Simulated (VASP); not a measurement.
**HfO2: electric field gradients with PBE+D4**

Crystal: HfO2.

```xyz
12
Lattice="5.1180 0.0000 0.0000 0.0000 5.1857 0.0000 -0.8587 0.0000 5.2139" Properties=species:S:1:pos:R:3 pbc="T T T"
Hf    1.2374    0.2172    1.0852
Hf    3.4512    2.8100    1.5218
Hf    3.0219    4.9685    4.1287
Hf    0.8081    2.3757    3.6921
O     1.8731    3.9327    2.5041
O     2.8156    1.3399    0.1029
O     2.3863    1.2530    2.7098
O     1.4437    3.8458    5.1110
O     0.0807    1.7593    1.7672
O     4.6079    4.3521    0.8397
O     4.1786    3.4264    3.4466
O    -0.3486    0.8336    4.3742
```

| Property | Result |
| --- | --- |
| Program | VASP 6.6.1 |
| Task | electric field gradients |
| Functional | PBE |
| Dispersion | D4 |
| Potentials or basis | VASP PAW PBE potentials, release 64 (Hf_pv, O) |
| Cutoff | 520 eV |
| k mesh | 4 × 4 × 4 |
| Occupations | tetrahedron |
| Spin | no spin polarisation |
| Dipole correction | no |
| Further INCAR settings | ALGO = Normal; EDIFF = 1e-08; NBANDS = 56 |

```yaml
Pressure: -1.3 GPa
Largest_force: 0.096 eV/Å
Band_gap_on_the_k_mesh: 4.02 eV (least direct gap 4.11 eV)
Largest_electric_field_gradient_by_atom: Hf +105.5; O +10.8, -11.2 (each value once) V/Å²
Dispersion_energy_per_atom: -0.186 eV
```

Forces on the atoms (eV/Å):
```
Hf  -0.071  0.018 -0.063
Hf   0.071  0.018  0.063
Hf   0.071 -0.018  0.063
Hf  -0.071 -0.018 -0.063
O    0.053  0.003 -0.009
O   -0.053  0.003  0.009
O   -0.053 -0.003  0.009
O    0.053 -0.003 -0.009
O    0.006 -0.013  0.047
O   -0.006 -0.013 -0.047
O   -0.006  0.013 -0.047
O    0.006  0.013  0.047
```

Stress tensor (GPa, compression positive):
```
-1.74  0.00 -0.37
 0.00 -0.82  0.00
-0.37  0.00 -1.40
```

Levels at points of the mesh, in eV from the valence-band top:
| k point | band 41 | band 42 | band 43 | band 44 | band 45 | band 46 | band 47 | band 48 |
| --- | --- | --- | --- | --- | --- | --- | --- | --- |
| (0.00, 0.00, 0.00) | -0.62 | -0.51 | -0.23 | 0.00 | 4.45 | 5.09 | 5.18 | 5.48 |
| (0.50, 0.00, 0.00) | -0.73 | -0.64 | -0.43 | -0.09 | 4.02 | 5.09 | 5.22 | 5.27 |
| (0.00, 0.50, 0.00) | -0.85 | -0.85 | -0.49 | -0.49 | 4.97 | 4.97 | 5.53 | 5.53 |
| (0.50, 0.50, 0.00) | -0.97 | -0.97 | -0.64 | -0.64 | 4.74 | 4.74 | 5.22 | 5.22 |
| (0.00, 0.00, 0.50) | -0.89 | -0.89 | -0.48 | -0.48 | 4.70 | 4.70 | 5.19 | 5.19 |
| (0.50, 0.00, 0.50) | -1.01 | -1.01 | -0.46 | -0.46 | 4.35 | 4.35 | 5.44 | 5.44 |
| (0.00, 0.50, 0.50) | -0.92 | -0.92 | -0.66 | -0.66 | 4.90 | 4.90 | 5.12 | 5.12 |
| (0.50, 0.50, 0.50) | -1.11 | -1.11 | -0.75 | -0.75 | 4.59 | 4.59 | 5.25 | 5.25 |

Electric field gradients, principal values (V/Å²):
```csv
atom,least,middle,greatest (by size)
1 Hf,-43.542,-61.955,105.497
2 Hf,-43.542,-61.955,105.497
3 Hf,-43.542,-61.955,105.497
4 Hf,-43.542,-61.955,105.497
5 O,-0.456,-10.390,10.846
6 O,-0.456,-10.390,10.846
7 O,-0.456,-10.390,10.846
8 O,-0.456,-10.390,10.846
9 O,0.687,10.486,-11.173
10 O,0.687,10.486,-11.173
11 O,0.687,10.486,-11.173
12 O,0.687,10.486,-11.173
```

Wall time 2.7 min on 1 thread of Intel(R) Xeon(R) 6975P-C (Granite Rapids), with other jobs on the host, peak memory 0.33 GiB.

Caveat: without QUAD_EFG the Cq values of the log hold for a quadrupole moment of 1 mb, not for the nuclei; spin-orbit coupling is left out, which moves the levels of the heavy elements. A k mesh can miss the band edges.
